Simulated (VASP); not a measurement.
# Ca (P6_3/mmc) in VASP: further runs, part 2 of 2

VASP 6.6.1.

### Step 3. Single point, PBE

File INCAR:

```
SYSTEM = Ca
PREC = Accurate
ENCUT = 520
EDIFF = 1E-7
ISMEAR = -1
SIGMA = 0.05
LREAL = .FALSE.
LASPH = .TRUE.
NELM = 80
ALGO = Normal
ISIF = 2
LWAVE = .FALSE.
LCHARG = .FALSE.
GGA = PE
NBANDS = 28
```

File KPOINTS:

```
Automatic mesh
0
G
  11 11 3
  0 0 0
```

File POSCAR:

```
Ca
1.0
    3.2578432352      0.0000000000      0.0000000000
   -1.6289216176      2.8213750032      0.0000000000
    0.0000000000      0.0000000000     10.7508898220
Ca
4
Direct
    0.0000000000      0.0000000000      0.0000000000
    0.0000000000      0.0000000000      0.5000000000
    0.3333333333      0.6666666667      0.2500000000
    0.6666666667      0.3333333333      0.7500000000
```

Potentials or basis: VASP PAW PBE potentials, release 64 (Ca_sv).

The run is started by

```console
$ cat potpaw_PBE.64/Ca_sv/POTCAR > POTCAR
$ mpirun -np 1 vasp_std > vasp.out
```

OUTCAR:

```text
SYSTEM = Ca
   PREC = Accurate
   ENCUT = 520
   EDIFF = 1E-7
   ISMEAR = -1
   LREAL = .FALSE.
   LASPH = .TRUE.
   NELM = 80
   ISIF = 2
   GGA = PE

 ion  position               nearest neighbor table
   1  0.000  0.000  0.000-
   2  0.000  0.000  0.500-
   3  0.333  0.667  0.250-
   4  0.667  0.333  0.750-

  LATTYP: Found a hexagonal cell.
 ALAT       =     3.2578432352
 C/A-ratio  =     3.3000021934

  Lattice vectors:

 A1 = (   3.2578432352,   0.0000000000,   0.0000000000)
 A2 = (  -1.6289216176,   2.8213750032,   0.0000000000)
 A3 = (   0.0000000000,   0.0000000000,  10.7508898220)

Analysis of symmetry for initial positions (statically):
=====================================================================
 Subroutine PRICEL returns:
 Original cell was already a primitive cell.

 Routine SETGRP: Setting up the symmetry group for a
 hexagonal supercell.

 Subroutine GETGRP returns: Found 24 space group operations
 (whereof 12 operations were pure point group operations)
 out of a pool of 24 trial point group operations.

The static configuration has the point symmetry D_3d.
 The point group associated with its full space group is D_6h.

Analysis of symmetry for dynamics (positions and initial velocities):
=====================================================================
 Subroutine PRICEL returns:
 Original cell was already a primitive cell.

 Routine SETGRP: Setting up the symmetry group for a
 hexagonal supercell.

 Subroutine GETGRP returns: Found 24 space group operations
 (whereof 12 operations were pure point group operations)
 out of a pool of 24 trial point group operations.

The dynamic configuration has the point symmetry D_3d.
 The point group associated with its full space group is D_6h.

 Subroutine INISYM returns: Found 24 space group operations
 (whereof 12 operations are pure point group operations),
 and found     1 'primitive' translations

----------------------------------------------------------------------------------------

                                     Primitive cell

  volume of cell :      98.8179

  direct lattice vectors                    reciprocal lattice vectors
     3.257843235  0.000000000  0.000000000     0.306951541  0.177218555  0.000000000
    -1.628921618  2.821375003  0.000000000     0.000000000  0.354437109  0.000000000
     0.000000000  0.000000000 10.750889822     0.000000000  0.000000000  0.093015557

  length of vectors
     3.257843235  3.257843235 10.750889822     0.354437109  0.354437109  0.093015557

  position of ions in fractional coordinates (direct lattice)
     0.000000000  0.000000000  0.000000000
     0.000000000  0.000000000  0.500000000
     0.333333333  0.666666667  0.250000000
     0.666666667  0.333333333  0.750000000

  ion indices of the primitive-cell ions
   primitive index   ion index
                 1           1
                 2           2
                 3           3
                 4           4

----------------------------------------------------------------------------------------

 KPOINTS: Automatic mesh

Automatic generation of k-mesh.
 Grid dimensions read from file:
 generate k-points for:   11   11    3

 Generating k-lattice:

  Cartesian coordinates                     Fractional coordinates (reciprocal lattice)
     0.027904686  0.016110778  0.000000000     0.090909091 -0.000000000  0.000000000
     0.000000000  0.032221555  0.000000000     0.000000000  0.090909091  0.000000000
     0.000000000  0.000000000  0.031005186     0.000000000  0.000000000  0.333333333

  Length of vectors
     0.032221555  0.032221555  0.031005186

  Shift w.r.t. Gamma in fractional coordinates (k-lattice)
     0.000000000  0.000000000  0.000000000

 Subroutine IBZKPT returns following result:
 ===========================================

 Found     32 irreducible k-points:

 Following reciprocal coordinates:
            Coordinates               Weight
  0.000000  0.000000  0.000000      1.000000
  0.090909  0.000000  0.000000      6.000000
  0.181818  0.000000  0.000000      6.000000
  0.272727  0.000000  0.000000      6.000000
  0.363636 -0.000000  0.000000      6.000000
  0.454545  0.000000  0.000000      6.000000
[... 16 lines left out ...]
  0.090909  0.090909  0.333333     12.000000
  0.181818  0.090909  0.333333     24.000000
 [... further k-points ...]
   k-points           NKPTS =     32   k-points in BZ     NKDIM =     32   number of bands    NBANDS=     28
   number of dos      NEDOS =    301   number of ions     NIONS =      4
   total plane-waves  NPLWV =  46080
   dimension x,y,z NGX =    24 NGY =   24 NGZ =   80
   dimension x,y,z NGXF=    48 NGYF=   48 NGZF=  160
   ions per type =               4
   NGX,Y,Z   is equivalent  to a cutoff of  12.25, 12.25, 12.37 a.u.
   NGXF,Y,Z  is equivalent  to a cutoff of  24.49, 24.49, 24.74 a.u.
 SYSTEM =  Ca
   PREC   = accura    normal or accurate (medium, high low for compatibility)
   ISTART =      0    job   : 0-new  1-cont  2-samecut
   ICHARG =      2    charge: 1-file 2-atom 10-const
   ISPIN  =      1    spin polarized calculation?
   LNONCOLLINEAR =      F non collinear calculations
   LSORBIT =      F    spin-orbit coupling
   LASPH  =      T    aspherical Exc in radial PAW
   ENCUT  =  520.0 eV  38.22 Ry    6.18 a.u.   6.06  6.06 19.99*2*pi/ulx,y,z
   NELM   =     80;   NELMIN=  2; NELMDL= -5     # of ELM steps
   EDIFF  = 0.1E-06   stopping-criterion for ELM
   LREAL  =      F    real-space projection
   EDIFFG = 0.1E-05   stopping-criterion for IOM
   NSW    =      0    number of steps for IOM
   IBRION =     -1    ionic relax: 0-MD 1-quasi-New 2-CG
   NFREE  =      0    steps in history (QN), initial steepest desc. (CG)
   ISIF   =      2    stress and relaxation
   ISYM   =      2    0-nonsym 1-usesym 2-fastsym
   POTIM  = 0.5000    time-step for ionic-motion
   TEBEG  =    0.0;   TEEND  =   0.0 temperature during run
   PSTRESS=    0.0 pullay stress
   NELECT =      40.0000    total number of electrons
   NUPDOWN=      -1.0000    fix difference up-down
   EMIN   =  10.00;   EMAX   =-10.00  energy-range for DOS
   EFERMI =   0.00;   METHOD = LEGACY
   ISMEAR =    -1;   SIGMA  =   0.05  broadening in eV -4-tet -1-fermi 0-gaus
   EFERMI_NEDOS =   21; number of points for ismear=-14 and -15
   IALGO  =     38    algorithm
   IMIX   =      4    mixing-type and parameters
     AMIX     =   0.40;   BMIX     =  1.00
     AMIX_MAG =   1.60;   BMIX_MAG =  1.00
  volume/ion in A,a.u.               =      24.70       166.71
  Fermi-wavevector in a.u.,A,eV,Ry     =   1.211015  2.288487 19.953739  1.466558
  Thomas-Fermi vector in A             =   2.346544
   LORBIT       =      0    0 simple, 1 ext, 2 COOP (PROOUT), +10 PAW based schemes
   GGA     = PE    functional components
[... 5 lines left out ...]
 non-spin polarized calculation
  energy-cutoff  :      520.00
  volume of cell :       98.82
 maximum number of plane-waves:      2690
   NGX = 13   NGY = 13   NGZ = 39

 number of electron      39.9999998 magnetization

 Free energy of the ion-electron system (eV)
  ---------------------------------------------------
  ext. energy  EPLUGINS =         0.00000000
  ---------------------------------------------------
  free energy    TOTEN  =        -4.49604854 eV

  energy without entropy =       -4.46751488  energy(sigma->0) =       -4.48178171

 E-fermi :   4.5864     XC(G=0):  -9.6006

 val. band max:        4.5560235249   @ k =   0.3636   0.0909   0.0000
 cond. band min:       4.6506280473   @ k =   0.2727   0.0000   0.0000
 fundamental gap:      0.0946045224
 Fermi energy:         4.5863703191

 k-point     1 :       0.0000    0.0000    0.0000
  band No.  band energies     occupation
      1     -36.3944      2.00000
      2     -36.3315      2.00000
      3     -36.3240      2.00000
      4     -36.2600      2.00000
      5     -17.8426      2.00000
      6     -17.4512      2.00000
[... 20 lines left out ...]
     27       7.4727      0.00000
     28       7.4732      0.00000
[... 683 lines left out ...]
 k-point    24 :       0.1818    0.0909    0.3333
  band No.  band energies     occupation
      1     -36.3269      2.00000
      2     -36.3084      2.00000
      3     -36.2568      2.00000
      4     -36.2380      2.00000
      5     -17.6793      2.00000
      6     -17.6245      2.00000
[... 20 lines left out ...]
     27       7.3476      0.00000
     28       7.4754      0.00000

 [... further k-points ...]

------------------------ aborting loop because EDIFF is reached ----------------------------------------

  FORCE on cell =-STRESS in cart. coord.  units (eV):
  Direction    XX          YY          ZZ          XY          YZ          ZX
  --------------------------------------------------------------------------------------
  -------------------------------------------------------------------------------------
  Total       12.9768952     12.9768952     12.9760957      0.0000000     -0.0000000      0.0000000
  in kB      210.4001150    210.4001149    210.3871518      0.0000000     -0.0000000      0.0000000
  external PRESSURE =     210.3957939 kB  Pullay stress =       0.0000000 kB

 VOLUME and BASIS-vectors are now :
 -----------------------------------------------------------------------------
  energy-cutoff  :      520.00
  volume of cell :       98.82
      direct lattice vectors                 reciprocal lattice vectors
     3.257843235  0.000000000  0.000000000     0.306951541  0.177218555  0.000000000
    -1.628921618  2.821375003  0.000000000     0.000000000  0.354437109  0.000000000
     0.000000000  0.000000000 10.750889822     0.000000000  0.000000000  0.093015557

 POSITION                                       TOTAL-FORCE (eV/Angst)
 -----------------------------------------------------------------------------------
      0.00000      0.00000      0.00000         0.000000      0.000000     -0.000000
      0.00000      0.00000      5.37544         0.000000      0.000000     -0.000000
     -0.00000      1.88092      2.68772        -0.000000      0.000000     -0.000000
      1.62892      0.94046      8.06317         0.000000      0.000000      0.000000
 -----------------------------------------------------------------------------------
    total drift:                               -0.000000      0.000000     -0.000000

  FREE ENERGIE OF THE ION-ELECTRON SYSTEM (eV)
  ---------------------------------------------------
  free  energy   TOTEN  =        -4.4960485388 eV

  energy  without entropy=       -4.4675148811  energy(sigma->0) =       -4.48178171
```

OSZICAR:

```text
N       E                     dE             d eps       ncg     rms          rms(c)
DAV:   1     0.417393792790E+03    0.41739E+03   -0.20450E+04  1792   0.142E+03
DAV:   2     0.209443522134E+02   -0.39645E+03   -0.39187E+03  1864   0.424E+02
DAV:   3    -0.257768694312E+01   -0.23522E+02   -0.23013E+02  2992   0.785E+01
DAV:   4    -0.456237581413E+01   -0.19847E+01   -0.19718E+01  2568   0.184E+01
DAV:   5    -0.465806091476E+01   -0.95685E-01   -0.95588E-01  2648   0.372E+00    0.342E+00
DAV:   6    -0.454253329891E+01    0.11553E+00   -0.88485E-02  2336   0.193E+00    0.188E+00
DAV:   7    -0.449581747713E+01    0.46716E-01   -0.69142E-02  2404   0.185E+00    0.180E-01
DAV:   8    -0.449593056362E+01   -0.11309E-03   -0.37512E-03  2612   0.391E-01    0.721E-02
DAV:   9    -0.449603354323E+01   -0.10298E-03   -0.40800E-04  2528   0.102E-01    0.389E-02
DAV:  10    -0.449606019476E+01   -0.26652E-04   -0.12718E-04  2120   0.104E-01    0.414E-02
DAV:  11    -0.449604913375E+01    0.11061E-04   -0.14554E-05  2128   0.330E-02    0.147E-03
DAV:  12    -0.449604861276E+01    0.52099E-06   -0.12618E-06  2144   0.605E-03    0.517E-04
DAV:  13    -0.449604840263E+01    0.21013E-06   -0.45335E-08  1312   0.177E-03    0.521E-04
DAV:  14    -0.449604851263E+01   -0.11000E-06   -0.17219E-08  1288   0.957E-04    0.932E-05
DAV:  15    -0.449604853879E+01   -0.26158E-07   -0.82536E-09  1292   0.585E-04
   1 F= -.44960485E+01 E0= -.44817817E+01  d E =-.285337E-01
```

It took 49 s on 1 thread of Intel Xeon Platinum 8488C (Sapphire Rapids), shared host; peak memory 0.23 GiB.

Results:

* Free energy: -4.4960 eV
* Pressure: 21.0 GPa
* Band gap on the k mesh: zero (filled and empty bands overlap)
